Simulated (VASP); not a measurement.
# Sb in VASP: notebook

Runs on Sb. Level: PBEsol. Tasks: electric field gradients.

Program: VASP 6.6.1. These are calculated values, not measurements. Logs are shortened: lines on timing, memory, paths and dates and some standing lists are left out, and cuts for length are marked.

### 1 The cell of the first run

The structure is tetragonal, space group P4/mmm (No. 123). The conventional cell has a = 3.160 Å, b = 3.160 Å, c = 3.128 Å, α = 90.00°, β = 90.00°, γ = 90.00°. Sb (site symmetry 4/mmm) has 6 Sb at 3.13 to 3.16 Å within 4.1 Å.

### 2 Electric field gradients, PBEsol (zz strain of -1 %)

File INCAR:

```
PREC     = Accurate       # precision mode
ENCUT    = 400            # plane-wave cutoff, eV
EDIFF    = 1E-8           # SCF threshold, eV
ISMEAR   = -1             # smearing method
SIGMA    = 0.05           # smearing width, eV
LREAL    = F              # projectors in reciprocal space
LASPH    = T              # aspherical terms in the spheres
NELM     = 120            # most SCF steps
ALGO     = Normal         # electronic algorithm
ISIF     = 2              # what is computed and relaxed
LWAVE    = F              # write WAVECAR
LCHARG   = F              # write CHGCAR
GGA      = PS             # functional
LEFG     = T            
NBANDS   = 8              # bands
GGA_COMPAT= F
```

File KPOINTS:

```
regular mesh
0
Gamma
  13 13 13
```

File POSCAR:

```
Sb
1.0
    3.1600000000      0.0000000000      0.0000000000
    0.0000000000      3.1600000000      0.0000000000
    0.0000000000      0.0000000000      3.1284000000
Sb
1
Direct
    0.0000000000      0.0000000000      0.0000000000
```

Potentials or basis: VASP PAW PBE potentials, release 64 (Sb).

Run with:

```console
cat potpaw_PBE.64/Sb/POTCAR > POTCAR
mpirun -np 1 vasp_std > vasp.out
```

OUTCAR:

```text
PREC = Accurate
   ENCUT = 400
   EDIFF = 1E-8
   ISMEAR = -1
   LREAL = F
   LASPH = T
   NELM = 120
   ISIF = 2
   GGA = PS

 ion  position               nearest neighbor table
   1  0.000  0.000  0.000-

  LATTYP: Found a simple tetragonal cell.
 ALAT       =     3.1600000000
 C/A-ratio  =     0.9900000000

  Lattice vectors:

 A1 = (   3.1600000000,   0.0000000000,   0.0000000000)
 A2 = (   0.0000000000,   3.1600000000,   0.0000000000)
 A3 = (   0.0000000000,   0.0000000000,   3.1284000000)

Analysis of symmetry for initial positions (statically):
=====================================================================
 Subroutine PRICEL returns:
 Original cell was already a primitive cell.

 Routine SETGRP: Setting up the symmetry group for a
 simple tetragonal supercell.

 Subroutine GETGRP returns: Found 16 space group operations
 (whereof 16 operations were pure point group operations)
 out of a pool of 16 trial point group operations.

The static configuration has the point symmetry D_4h.

Analysis of symmetry for dynamics (positions and initial velocities):
=====================================================================
 Subroutine PRICEL returns:
 Original cell was already a primitive cell.

 Routine SETGRP: Setting up the symmetry group for a
 simple tetragonal supercell.

 Subroutine GETGRP returns: Found 16 space group operations
 (whereof 16 operations were pure point group operations)
 out of a pool of 16 trial point group operations.

The dynamic configuration has the point symmetry D_4h.

 Subroutine INISYM returns: Found 16 space group operations
 (whereof 16 operations are pure point group operations),
 and found     1 'primitive' translations

----------------------------------------------------------------------------------------

                                     Primitive cell

  volume of cell :      31.2390

  direct lattice vectors                    reciprocal lattice vectors
     3.160000000  0.000000000  0.000000000     0.316455696  0.000000000  0.000000000
     0.000000000  3.160000000  0.000000000     0.000000000  0.316455696  0.000000000
     0.000000000  0.000000000  3.128400000     0.000000000  0.000000000  0.319652218

  length of vectors
     3.160000000  3.160000000  3.128400000     0.316455696  0.316455696  0.319652218

  position of ions in fractional coordinates (direct lattice)
     0.000000000  0.000000000  0.000000000

  ion indices of the primitive-cell ions
   primitive index   ion index
                 1           1

----------------------------------------------------------------------------------------

 KPOINTS: regular mesh

Automatic generation of k-mesh.
 Grid dimensions read from file:
 generate k-points for:   13   13   13

 Generating k-lattice:

  Cartesian coordinates                     Fractional coordinates (reciprocal lattice)
     0.024342746  0.000000000  0.000000000     0.076923077  0.000000000  0.000000000
     0.000000000  0.024342746  0.000000000     0.000000000  0.076923077  0.000000000
     0.000000000  0.000000000  0.024588632     0.000000000  0.000000000  0.076923077

  Length of vectors
     0.024342746  0.024342746  0.024588632

  Shift w.r.t. Gamma in fractional coordinates (k-lattice)
     0.000000000  0.000000000  0.000000000

 Subroutine IBZKPT returns following result:
 ===========================================

 Found    196 irreducible k-points:

 Following reciprocal coordinates:
            Coordinates               Weight
  0.000000  0.000000  0.000000      1.000000
  0.076923  0.000000  0.000000      4.000000
  0.153846  0.000000  0.000000      4.000000
  0.230769  0.000000  0.000000      4.000000
  0.307692  0.000000  0.000000      4.000000
  0.384615  0.000000  0.000000      4.000000
[... 16 lines left out ...]
  0.307692  0.307692  0.000000      4.000000
  0.384615  0.307692  0.000000      8.000000
 [... further k-points ...]
   k-points           NKPTS =    196   k-points in BZ     NKDIM =    196   number of bands    NBANDS=      8
   number of dos      NEDOS =    301   number of ions     NIONS =      1
   total plane-waves  NPLWV =  11520
   dimension x,y,z NGX =    24 NGY =   24 NGZ =   20
   dimension x,y,z NGXF=    48 NGYF=   48 NGZF=   40
   ions per type =               1
   NGX,Y,Z   is equivalent  to a cutoff of  12.63, 12.63, 10.63 a.u.
   NGXF,Y,Z  is equivalent  to a cutoff of  25.25, 25.25, 21.26 a.u.
 SYSTEM =  unknown system
   PREC   = accura    normal or accurate (medium, high low for compatibility)
   ISTART =      0    job   : 0-new  1-cont  2-samecut
   ICHARG =      2    charge: 1-file 2-atom 10-const
   ISPIN  =      1    spin polarized calculation?
   LNONCOLLINEAR =      F non collinear calculations
   LSORBIT =      F    spin-orbit coupling
   LASPH  =      T    aspherical Exc in radial PAW
   ENCUT  =  400.0 eV  29.40 Ry    5.42 a.u.   5.15  5.15  5.10*2*pi/ulx,y,z
   NELM   =    120;   NELMIN=  2; NELMDL= -5     # of ELM steps
   EDIFF  = 0.1E-07   stopping-criterion for ELM
   LREAL  =      F    real-space projection
   EDIFFG = 0.1E-06   stopping-criterion for IOM
   NSW    =      0    number of steps for IOM
   IBRION =     -1    ionic relax: 0-MD 1-quasi-New 2-CG
   NFREE  =      0    steps in history (QN), initial steepest desc. (CG)
   ISIF   =      2    stress and relaxation
   ISYM   =      2    0-nonsym 1-usesym 2-fastsym
   POTIM  = 0.5000    time-step for ionic-motion
   TEBEG  =    0.0;   TEEND  =   0.0 temperature during run
   PSTRESS=    0.0 pullay stress
   NELECT =       5.0000    total number of electrons
   NUPDOWN=      -1.0000    fix difference up-down
   EMIN   =  10.00;   EMAX   =-10.00  energy-range for DOS
[... 5 lines left out ...]
     AMIX     =   0.40;   BMIX     =  1.00
     AMIX_MAG =   1.60;   BMIX_MAG =  1.00
  volume/ion in A,a.u.               =      31.24       210.81
  Fermi-wavevector in a.u.,A,eV,Ry     =   0.888859  1.679699 10.749550  0.790070
  Thomas-Fermi vector in A             =   2.010343
   LORBIT       =      0    0 simple, 1 ext, 2 COOP (PROOUT), +10 PAW based schemes
   GGA     = PS    functional components
   LHFCALC =     F    Hartree Fock is set to
   AEXX    =    0.0000 exact exchange contribution
   IVDW    =     0    specifies the selected vdW correction
   LEPSILON=     F    determine dielectric tensor
   LRPA    =     F    only Hartree local field effects (RPA)
 non-spin polarized calculation
  energy-cutoff  :      400.00
  volume of cell :       31.24
 maximum number of plane-waves:       587
 NGX is ok and might be reduce to    24
   NGX = 11   NGY = 11   NGZ = 11

 number of electron       5.0000000 magnetization

 Free energy of the ion-electron system (eV)
  ---------------------------------------------------
  ext. energy  EPLUGINS =         0.00000000
  ---------------------------------------------------
  free energy    TOTEN  =        -4.50986775 eV

  energy without entropy =       -4.50696092  energy(sigma->0) =       -4.50841433

 E-fermi :   6.4691     XC(G=0):  -9.5610

 val. band max:        6.4391789509   @ k =   0.2308   0.1538   0.3077
 cond. band min:       6.4980717866   @ k =   0.3077   0.3077   0.3846
 fundamental gap:      0.0588928357
 Fermi energy:         6.4691446839

 k-point     1 :       0.0000    0.0000    0.0000
  band No.  band energies     occupation
      1      -5.6366      2.00000
      2       9.4724      0.00000
      3       9.4724      0.00000
      4       9.7438      0.00000
      5      13.2599      0.00000
      6      13.3656      0.00000
      7      14.2965      0.00000
      8      23.7915      0.00000

 k-point     2 :       0.0769    0.0000    0.0000
  band No.  band energies     occupation
      1      -5.5559      2.00000
      2       8.4759      0.00000
      3       9.5507      0.00000
      4       9.8223      0.00000
      5      13.3942      0.00000
      6      13.8933      0.00000
      7      14.8878      0.00000
      8      22.9801      0.00000

 k-point     3 :       0.1538    0.0000    0.0000
  band No.  band energies     occupation
      1      -5.3167      2.00000
      2       6.7055      0.01756
      3       9.7785      0.00000
      4      10.0507      0.00000
      5      13.5945      0.00000
      6      14.2645      0.00000
      7      16.8396      0.00000
      8      21.6693      0.00000
[... 210 lines left out ...]
 k-point    23 :       0.3077    0.3077    0.0000
  band No.  band energies     occupation
      1      -3.2105      2.00000
      2       4.3076      2.00000
      3       4.6381      2.00000
      4      11.9393      0.00000
      5      12.3791      0.00000
      6      16.1031      0.00000
      7      20.2137      0.00000
      8      20.4468      0.00000

 k-point    24 :       0.3846    0.3077    0.0000
  band No.  band energies     occupation
      1      -2.6574      2.00000
      2       3.1557      2.00000
      3       4.9646      2.00000
      4      11.2681      0.00000
      5      12.3639      0.00000
      6      16.6966      0.00000
      7      19.4333      0.00000
      8      19.7450      0.00000

 [... further k-points ...]
[... 5 lines left out ...]
  --------------------------------------------------------------------------------------
  -------------------------------------------------------------------------------------
  Total       -0.9596047     -0.9596047     -0.6829164      0.0000000      0.0000000      0.0000000
  in kB      -49.2160216    -49.2160216    -35.0252839      0.0000000      0.0000000      0.0000000
  external PRESSURE =     -44.4857757 kB  Pullay stress =       0.0000000 kB

 VOLUME and BASIS-vectors are now :
 -----------------------------------------------------------------------------
  energy-cutoff  :      400.00
  volume of cell :       31.24
      direct lattice vectors                 reciprocal lattice vectors
     3.160000000  0.000000000  0.000000000     0.316455696  0.000000000  0.000000000
     0.000000000  3.160000000  0.000000000     0.000000000  0.316455696  0.000000000
     0.000000000  0.000000000  3.128400000     0.000000000  0.000000000  0.319652218

 POSITION                                       TOTAL-FORCE (eV/Angst)
 -----------------------------------------------------------------------------------
      0.00000      0.00000      0.00000         0.000000      0.000000      0.000000
 -----------------------------------------------------------------------------------
    total drift:                               -0.000000     -0.000000     -0.000000

  FREE ENERGIE OF THE ION-ELECTRON SYSTEM (eV)
  ---------------------------------------------------
  free  energy   TOTEN  =        -4.5098677486 eV

  energy  without entropy=       -4.5069609193  energy(sigma->0) =       -4.50841433

 Electric field gradients (V/A^2)
---------------------------------------------------------------------
 ion       V_xx      V_yy      V_zz      V_xy      V_xz      V_yz
---------------------------------------------------------------------
   1       2.204     2.204    -4.408     0.000     0.000     0.000
---------------------------------------------------------------------

 Electric field gradients after diagonalization (V/A^2)
 (convention: |V_zz| > |V_xx| > |V_yy|)
----------------------------------------------------------------------
 ion       V_xx      V_yy      V_zz     asymmetry (V_yy - V_xx)/ V_zz
----------------------------------------------------------------------
   1       2.204     2.204    -4.408       0.000
----------------------------------------------------------------------

           NMR quadrupolar parameters

 Cq : quadrupolar parameter    Cq=e*Q*V_zz/h
 eta: asymmetry parameters     (V_yy - V_xx)/ V_zz
 Q  : nuclear electric quadrupole moment in mb (millibarn)
----------------------------------------------------------------------
 ion       Cq(MHz)       eta       Q (mb)
----------------------------------------------------------------------
   1      -0.011       0.000       1.000
----------------------------------------------------------------------
```

It took 40 s on 1 thread of AMD EPYC 7R13, shared host; peak memory 0.12 GiB.

Results:

```
Free energy : -4.5099 eV
Pressure    : -4.4 GPa
```

Stress tensor (GPa, compression positive):
```
-4.92  0.00  0.00
 0.00 -4.92  0.00
 0.00  0.00 -3.50
```

Electric field gradients, principal values (V/Å²):
```csv
atom,least,middle,greatest (by size)
1 Sb,2.204,2.204,-4.408
```

Caveat: the cell differs from its parent crystal (zz strain of -1 %); without QUAD_EFG the Cq values of the log hold for a quadrupole moment of 1 mb, not for the nuclei; the PAW data sets were made with another functional, which shifts forces and pressure a little; spin-orbit coupling is left out, which moves the levels of the heavy elements.

### 3 Electric field gradients, PBEsol (zz strain of +2 %)

File INCAR:

```
SYSTEM = Sb
PREC     = Accurate       ! precision mode
ENCUT    = 400            ! plane-wave cutoff, eV
EDIFF    = 1E-8           ! SCF threshold, eV
ISMEAR   = -1             ! smearing method
SIGMA    = 0.05           ! smearing width, eV
LREAL    = .FALSE.        ! projectors in reciprocal space
LASPH    = .TRUE.         ! aspherical terms in the spheres
NELM     = 120            ! most SCF steps
ALGO     = Normal         ! electronic algorithm
ISIF     = 2              ! what is computed and relaxed
LWAVE    = .FALSE.        ! write WAVECAR
LCHARG   = .FALSE.        ! write CHGCAR
GGA      = PS             ! functional
LEFG     = .TRUE.       
NBANDS   = 8              ! bands
GGA_COMPAT= .FALSE.
```

File KPOINTS:

```
Automatic mesh
0
G
  13 13 13
  0 0 0
```

Edit POSCAR of step 2 so:

```diff
@@ -4,3 +4,3 @@
     0.0000000000      3.1600000000      0.0000000000
-    0.0000000000      0.0000000000      3.1284000000
+    0.0000000000      0.0000000000      3.2232000000
 Sb
```

Potentials or basis: VASP PAW PBE potentials, release 64 (Sb).

Run with:

```console
cat potpaw_PBE.64/Sb/POTCAR > POTCAR
mpirun -np 1 vasp_std > vasp.out
```

OUTCAR:

```text
SYSTEM = Sb
   PREC = Accurate
   ENCUT = 400
   EDIFF = 1E-8
   ISMEAR = -1
   LREAL = .FALSE.
   LASPH = .TRUE.
   NELM = 120
   ISIF = 2
   GGA = PS

 ion  position               nearest neighbor table
   1  0.000  0.000  0.000-

  LATTYP: Found a simple tetragonal cell.
 ALAT       =     3.1600000000
 C/A-ratio  =     1.0200000000

  Lattice vectors:

 A1 = (   3.1600000000,   0.0000000000,   0.0000000000)
 A2 = (   0.0000000000,   3.1600000000,   0.0000000000)
 A3 = (   0.0000000000,   0.0000000000,   3.2232000000)

[... 468 lines left out ...]
    total drift:                                0.000000     -0.000000      0.000000

  FREE ENERGIE OF THE ION-ELECTRON SYSTEM (eV)
  ---------------------------------------------------
  free  energy   TOTEN  =        -4.4776356876 eV

  energy  without entropy=       -4.4745164147  energy(sigma->0) =       -4.47607605

 Electric field gradients (V/A^2)
---------------------------------------------------------------------
 ion       V_xx      V_yy      V_zz      V_xy      V_xz      V_yz
---------------------------------------------------------------------
   1      -4.628    -4.628     9.257    -0.000    -0.000    -0.000
---------------------------------------------------------------------

 Electric field gradients after diagonalization (V/A^2)
 (convention: |V_zz| > |V_xx| > |V_yy|)
----------------------------------------------------------------------
 ion       V_xx      V_yy      V_zz     asymmetry (V_yy - V_xx)/ V_zz
----------------------------------------------------------------------
   1      -4.628    -4.628     9.257       0.000
----------------------------------------------------------------------

           NMR quadrupolar parameters

 Cq : quadrupolar parameter    Cq=e*Q*V_zz/h
 eta: asymmetry parameters     (V_yy - V_xx)/ V_zz
 Q  : nuclear electric quadrupole moment in mb (millibarn)
----------------------------------------------------------------------
 ion       Cq(MHz)       eta       Q (mb)
----------------------------------------------------------------------
   1       0.022       0.000       1.000
----------------------------------------------------------------------
```

Wall time 39 s (1 thread of AMD EPYC 7R13, shared host); peak memory 0.13 GiB.

Results:

| Item | Value |
| --- | --- |
| Free energy | -4.4776 eV |
| Pressure | -5.6 GPa |

Electric field gradients, principal values (V/Å²):
| atom | least | middle | greatest (by size) |
| --- | --- | --- | --- |
| 1 Sb | -4.628 | -4.628 | 9.257 |

Caveat: the cell differs from its parent crystal (zz strain of +2 %); without QUAD_EFG the Cq values of the log hold for a quadrupole moment of 1 mb, not for the nuclei; the PAW data sets were made with another functional, which shifts forces and pressure a little; spin-orbit coupling is left out, which moves the levels of the heavy elements.

(Continued in part 2 of 2.)
